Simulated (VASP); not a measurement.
# Si3Ge (P-6m2) in VASP: a series of runs, part 3 of 3

VASP 6.6.1. Earlier steps stand in the parts before.

## (4) Relaxation of cell and atoms, PBE

This run uses another cell than the first one, of 16.22 Å³/atom, 1.021 times its volume.

Input file INCAR:

```
PREC = Accurate
ENCUT = 500
EDIFF = 1E-7
ISMEAR = 0
SIGMA = 0.1
LREAL = F
LASPH = T
NELM = 120
ALGO = Normal
ISIF = 3
LWAVE = F
LCHARG = F
GGA = PE
IBRION = 2
NSW = 90
EDIFFG = -0.04
GGA_COMPAT = F
NELMIN = 4
```

Input file KPOINTS:

```
regular mesh
0
Gamma
  6 6 2
```

Input file POSCAR:

```
Si3Ge
1.0
    2.7839507500      0.0000000000      0.0000000000
   -1.3919753700      2.4109720700      0.0000000000
    0.0000000000      0.0000000000      9.6651072500
Si Ge
3 1
Direct
    0.6666666700      0.3333333300      0.2500000000
    0.6666666700      0.3333333300      0.7500000000
    0.3333333300      0.6666666700      0.5000000000
    0.3333333300      0.6666666700      0.0000000000
```

Potentials or basis: VASP PAW PBE potentials, release 64 (Si, Ge_d).

On the command line:

```
$ cat potpaw_PBE.64/Si/POTCAR potpaw_PBE.64/Ge_d/POTCAR > POTCAR
$ mpirun -np 1 vasp_std > vasp.out
```

OUTCAR:

```text
PREC = Accurate
   ENCUT = 500
   EDIFF = 1E-7
   ISMEAR = 0
   LREAL = F
   LASPH = T
   NELM = 120
   ISIF = 3
   GGA = PE
   IBRION = 2
   NSW = 90
   EDIFFG = -0.04
   NELMIN = 4

 ion  position               nearest neighbor table
   1  0.667  0.333  0.250-   3 2.90   4 2.90   3 2.90   4 2.90   3 2.90   4 2.90
   2  0.667  0.333  0.750-   3 2.90   4 2.90   3 2.90   4 2.90   3 2.90   4 2.90
   3  0.333  0.667  0.500-   1 2.90   2 2.90   1 2.90   2 2.90   1 2.90   2 2.90
   4  0.333  0.667  0.000-   1 2.90   2 2.90   1 2.90   2 2.90   1 2.90   2 2.90

  LATTYP: Found a hexagonal cell.
 ALAT       =     2.7839507500
 C/A-ratio  =     3.4717235030

  Lattice vectors:

 A1 = (   2.7839507500,   0.0000000000,   0.0000000000)
 A2 = (  -1.3919753700,   2.4109720700,   0.0000000000)
 A3 = (   0.0000000000,   0.0000000000,   9.6651072500)

[... 276 lines left out ...]
  free  energy   TOTEN  =       -18.6336332174 eV

  energy  without entropy=      -18.6262030002  energy(sigma->0) =      -18.62991811

[... ionic steps 4 to 10 ...]

--------------------------------------- Ionic step       11  -------------------------------------------

 number of electron      25.9999994 magnetization

------------------------ aborting loop because EDIFF is reached ----------------------------------------
[... 71 lines left out ...]
--------------------------------------- Ionic step       13  -------------------------------------------

 number of electron      25.9999995 magnetization

 Free energy of the ion-electron system (eV)
  ---------------------------------------------------
  ext. energy  EPLUGINS =         0.00000000
  ---------------------------------------------------
  free energy    TOTEN  =       -18.75627979 eV

  energy without entropy =      -18.74916227  energy(sigma->0) =      -18.75272103

 E-fermi :   9.1285     XC(G=0): -11.1556

 val. band max:        9.1187179448   @ k =   0.3333  -0.0000   0.5000
 cond. band min:       9.2193934342   @ k =   0.1667   0.1667   0.0000
 fundamental gap:      0.1006754894
 Fermi energy:         9.1284783557

 k-point     1 :       0.0000    0.0000    0.0000
  band No.  band energies     occupation
      1     -16.0091      2.00000
      2     -16.0091      2.00000
      3     -16.0075      2.00000
      4     -15.9035      2.00000
      5     -15.9035      2.00000
      6      -5.0521      2.00000
[... 300 lines left out ...]
  FREE ENERGIE OF THE ION-ELECTRON SYSTEM (eV)
  ---------------------------------------------------
  free  energy   TOTEN  =       -18.7562797924 eV

  energy  without entropy=      -18.7491622732  energy(sigma->0) =      -18.75272103

 reached required accuracy - stopping structural energy minimisation
```

OSZICAR:

```text
N       E                     dE             d eps       ncg     rms          rms(c)
DAV:   1     0.139191183976E+03    0.13919E+03   -0.12071E+04   476   0.270E+03
DAV:   2    -0.239983729368E+01   -0.14159E+03   -0.13795E+03   500   0.467E+02
DAV:   3    -0.179503481259E+02   -0.15551E+02   -0.14719E+02   652   0.108E+02
[... 133 lines left out ...]
DAV:   4    -0.187563013437E+02    0.18400E-03   -0.45314E-04   730   0.171E-01    0.292E-02
DAV:   5    -0.187562796887E+02    0.21655E-04   -0.62418E-05   648   0.108E-01    0.195E-02
DAV:   6    -0.187562795298E+02    0.15891E-06   -0.95760E-06   642   0.522E-02    0.469E-03
DAV:   7    -0.187562798033E+02   -0.27348E-06   -0.77956E-07   633   0.113E-02    0.155E-03
DAV:   8    -0.187562797924E+02    0.10880E-07   -0.74529E-08   267   0.338E-03
  13 F= -.18756280E+02 E0= -.18752721E+02  d E =-.423068E-03
```

CONTCAR:

```text
Si3Ge
   1.00000000000000
     2.8264737330618703    0.0000000000814104    0.0000000000000000
    -1.4132368613840602    2.4477980534318915   -0.0000000000000000
     0.0000000000000000   -0.0000000000000000    9.1698117398732197
  Si              Ge
     3     1
Direct
     0.6666666699999979    0.3333333300000021    0.2703891596775190
     0.6666666699999979    0.3333333300000021    0.7296108403224810
     0.3333333300000021    0.6666666699999979    0.5000000000000000
     0.3333333300000021    0.6666666699999979    0.0000000000000000

  0.00000000E+00  0.00000000E+00  0.00000000E+00
  0.00000000E+00  0.00000000E+00  0.00000000E+00
  0.00000000E+00  0.00000000E+00  0.00000000E+00
  0.00000000E+00  0.00000000E+00  0.00000000E+00
```

Wall time 2.6 min (1 thread of Intel Xeon Platinum 8375C at 2.90GHz (Ice Lake), shared host); peak memory 0.17 GiB.

Results:

```
Free energy                            : -18.7563 eV
Relaxed volume                         : 15.86 Å³/atom
Relaxed cell                           : a = 2.826 Å, b = 2.826 Å, c = 9.170 Å, α = 90.00°, β = 90.00°, γ = 120.00°
Space group after relaxing (to 0.05 Å) : P-6m2 (No. 187)
Energy gained by relaxing              : 71.0 meV/atom
Ionic steps                            : 13
Pressure after relaxing                : 0.0 GPa
```

Step by step:
| step | energy change (eV) | largest force (eV/Å) | pressure (GPa) | volume (Å³) |
| --- | --- | --- | --- | --- |
| 1 | 0.0000 | 0.4892 | -0.77 | 64.87 |
| 2 | -0.1686 | 0.4961 | -0.86 | 64.07 |
| 3 | -0.1614 | 0.4225 | 0.59 | 63.00 |
| 4 | -0.2131 | 0.4817 | -0.60 | 63.57 |
| 5 | -0.2385 | 0.3578 | 0.31 | 62.86 |
| 6 | -0.2540 | 0.1504 | 1.98 | 61.76 |
| 7 | -0.2712 | 0.1497 | 0.74 | 62.65 |
| 8 | -0.2803 | 0.1376 | -0.22 | 63.56 |
| 9 | -0.2806 | 0.0959 | -0.65 | 63.98 |
| 10 | -0.2808 | 0.1142 | -0.48 | 63.80 |
| 11 | -0.2835 | 0.0227 | -0.39 | 63.79 |
| 12 | -0.2836 | 0.0029 | -0.37 | 63.79 |
| 13 | -0.2840 | 0.0017 | 0.03 | 63.44 |

Final structure:
```cif
data_structure
_symmetry_space_group_name_H-M 'P 1'
_symmetry_Int_Tables_number 1
_cell_length_a 2.8265
_cell_length_b 2.8265
_cell_length_c 9.1698
_cell_angle_alpha 90.000
_cell_angle_beta 90.000
_cell_angle_gamma 120.000
_cell_volume 63.44
loop_
_atom_site_label
_atom_site_type_symbol
_atom_site_fract_x
_atom_site_fract_y
_atom_site_fract_z
_atom_site_occupancy
Si1 Si 0.66667 0.33333 0.27039 1
Si2 Si 0.66667 0.33333 0.72961 1
Si3 Si 0.33333 0.66667 0.50000 1
Ge1 Ge 0.33333 0.66667 0.00000 1
```

Caveat: the k points lie up to 0.43 Å⁻¹ apart in the final cell; the bands computed are all filled at some k points, so no gap is given.

## (5) Single point, PBE

This run uses another cell than the first one, of 15.83 Å³/atom, 0.997 times its volume.

Input file INCAR:

```
SYSTEM = Si3Ge
PREC = Accurate ; ENCUT = 500
EDIFF = 1E-6 ; ISMEAR = 0
SIGMA = 0.1 ; LREAL = .False.
LASPH = .True. ; NELM = 120
ALGO = Normal ; ISIF = 2
LWAVE = .False. ; LCHARG = .False.
GGA = PE ; NBANDS = 21
GGA_COMPAT = .False.
```

Input file KPOINTS:

```
Automatic mesh
0
Gamma
  18 18 6
  0 0 0
```

Input file POSCAR:

```
Si3Ge
1.0
    2.8044478844      0.0000000000      0.0000000000
   -1.4022239422      2.4287231115      0.0000000000
    0.0000000000      0.0000000000      9.2966111599
Si Ge
3 1
Direct
    0.6666666667      0.3333333333      0.2673998144
    0.6666666667      0.3333333333      0.7326001856
    0.3333333333      0.6666666667      0.5000000000
    0.3333333333      0.6666666667      0.0000000000
```

On the command line:

```
$ cat potpaw_PBE.64/Si/POTCAR potpaw_PBE.64/Ge_d/POTCAR > POTCAR
$ mpirun -np 1 vasp_std > vasp.out
```

Wall time 2.8 min (1 thread of Intel Xeon Platinum 8375C at 2.90GHz (Ice Lake), shared host); peak memory 0.29 GiB.

It converged, with:

* Free energy: -18.7495 eV
* Pressure: -0.1 GPa
* Largest force: 0.008 eV/Å
* Band gap on the k mesh: zero (band 13 reaches 16.47 eV, above the bottom of band 14 at 5.94 eV)

Forces on the atoms (eV/Å):
```
Si   0.000  0.000  0.008
Si   0.000  0.000 -0.008
Si   0.000  0.000  0.000
Ge   0.000  0.000  0.000
```

Levels at points of the mesh, in eV from the Fermi level:
```csv
k point,band 9,band 10,band 11,band 12,band 13,band 14,band 15,band 16,band 17,band 18
"(0.00, 0.00, 0.00)",-7.70,-6.42,0.94,1.19,7.48,7.48,8.82,8.82,9.08,9.08
"(0.50, 0.00, 0.00)",-6.39,-5.60,-5.57,-1.76,-1.65,-1.28,0.53,2.91,4.55,4.86
"(0.00, 0.00, 0.50)",-9.56,-3.58,-3.04,5.51,6.52,7.55,7.55,8.50,8.50,9.13
"(0.50, 0.00, 0.50)",-6.62,-4.97,-4.03,-3.88,-3.15,1.53,2.37,2.76,3.02,3.63
```

## (6) Relaxation of cell and atoms, PBE

Input file INCAR:

```
SYSTEM = Si3Ge
PREC = Accurate ; ENCUT = 500
EDIFF = 1E-7 ; ISMEAR = 0
SIGMA = 0.1 ; LREAL = .False.
LASPH = .True. ; NELM = 120
ALGO = Normal ; ISIF = 3
LWAVE = .False. ; LCHARG = .False.
GGA = PE ; IBRION = 2
NSW = 100 ; EDIFFG = -0.01
GGA_COMPAT = .False. ; NELMIN = 4
```

KPOINTS is that of step 5.

Input file POSCAR:

```
Si3Ge
1.0
    2.8277299618      0.0000000000      0.0000000000
   -1.4138649809      2.4488859820      0.0000000000
    0.0000000000      0.0000000000      9.1735832181
Si Ge
3 1
Direct
    0.6666666667      0.3333333333      0.2698660357
    0.6666666667      0.3333333333      0.7301339643
    0.3333333333      0.6666666667      0.5000000000
    0.3333333333      0.6666666667      0.0000000000
```

Potentials or basis: VASP PAW PBE potentials, release 64 (Si, Ge_d).

On the command line:

```
$ cat potpaw_PBE.64/Si/POTCAR potpaw_PBE.64/Ge_d/POTCAR > POTCAR
$ mpirun -np 1 vasp_std > vasp.out
```

Wall time 9.3 min (1 thread of Intel Xeon Platinum 8375C at 2.90GHz (Ice Lake), shared host); peak memory 0.3 GiB.

The run converged. Its results:

```yaml
Free_energy: -18.7495 eV
Relaxed_volume: 15.82 Å³/atom
Relaxed_cell: a = 2.801 Å, b = 2.801 Å, c = 9.312 Å, α = 90.00°, β = 90.00°, γ = 120.00°
Space_group_after_relaxing_to_0.05_Å: P-6m2 (No. 187)
Energy_gained_by_relaxing: 4.1 meV/atom
Ionic_steps: 6
Pressure_after_relaxing: 0.0 GPa
Largest_force_after_relaxing: 0.009 eV/Å
```

Forces on the atoms (eV/Å):
```
Si   0.000  0.000 -0.009
Si   0.000  0.000  0.009
Si   0.000  0.000  0.000
Ge   0.000  0.000  0.000
```

Stress tensor (GPa, compression positive):
```
 0.08  0.00  0.00
 0.00  0.08  0.00
 0.00  0.00 -0.01
```

Step by step:
```
step  energy change (eV)  largest force (eV/Å)  pressure (GPa)  volume (Å³)
   1              0.0000                0.2169           -0.01        63.53
   2             -0.0140                0.0919           -0.17        63.51
   3             -0.0159                0.0325           -0.22        63.51
   4             -0.0161                0.0120           -0.23        63.50
   5             -0.0161                0.0076           -0.23        63.50
   6             -0.0162                0.0092            0.05        63.27
```

Final structure:
```
CELL_PARAMETERS angstrom
2.80097 0.00000 0.00000
-1.40048 2.42571 0.00000
0.00000 0.00000 9.31195
ATOMIC_POSITIONS crystal
Si 0.66667 0.33333 0.26801
Si 0.66667 0.33333 0.73199
Si 0.33333 0.66667 0.50000
Ge 0.33333 0.66667 0.00000
```

Levels at points of the mesh, in eV from the Fermi level:
```
           k point  band 11  band 12  band 13  band 14  band 15  band 16
(0.00, 0.00, 0.00)     0.89     1.16     7.52     7.52     8.87     8.87
(0.50, 0.00, 0.00)    -5.57    -1.77    -1.67    -1.27     0.54     2.94
(0.00, 0.00, 0.50)    -3.06     5.44     6.49     7.58     7.58     8.56
(0.50, 0.00, 0.50)    -4.05    -3.86    -3.14     1.51     2.36     2.75
```

Caveat: the bands computed are all filled at some k points, so no gap is given.

## (7) Summary

```csv
task,cell,k mesh,gap on the mesh (eV),pressure (GPa),relaxed volume (Å³/atom),largest force (eV/Å)
single point,"a = 2.828, b = 2.828, c = 9.174 Å, angles 90.0, 90.0, 120.0°, 4 atoms",6 × 6 × 2,none,0.1,-,0.03
single point,"a = 2.784, b = 2.784, c = 9.665 Å, angles 90.0, 90.0, 120.0°, 4 atoms",6 × 6 × 2,none,-0.8,-,0.49
relaxation of cell and atoms,"relaxed from a = 2.784, b = 2.784, c = 9.665 Å, angles 90.0, 90.0, 120.0°, 4 atoms",6 × 6 × 2,-,0.0,15.86,-
single point,"a = 2.804, b = 2.804, c = 9.297 Å, angles 90.0, 90.0, 120.0°, 4 atoms",18 × 18 × 6,none,-0.1,-,0.01
relaxation of cell and atoms,"relaxed from a = 2.828, b = 2.828, c = 9.174 Å, angles 90.0, 90.0, 120.0°, 4 atoms",18 × 18 × 6,-,0.0,15.82,0.01
```

Alike in all rows: level PBE; potentials or basis VASP PAW PBE potentials, release 64 (Si, Ge_d); no spin polarisation; cutoff (eV) 500; smearing gaussian 0.1 eV.

Caveats: some runs use coarse meshes; the bands computed are all filled at some k points, so no gap is given (some runs).

Total energies depend on the potentials used, so only differences within one code and one set of settings carry meaning.
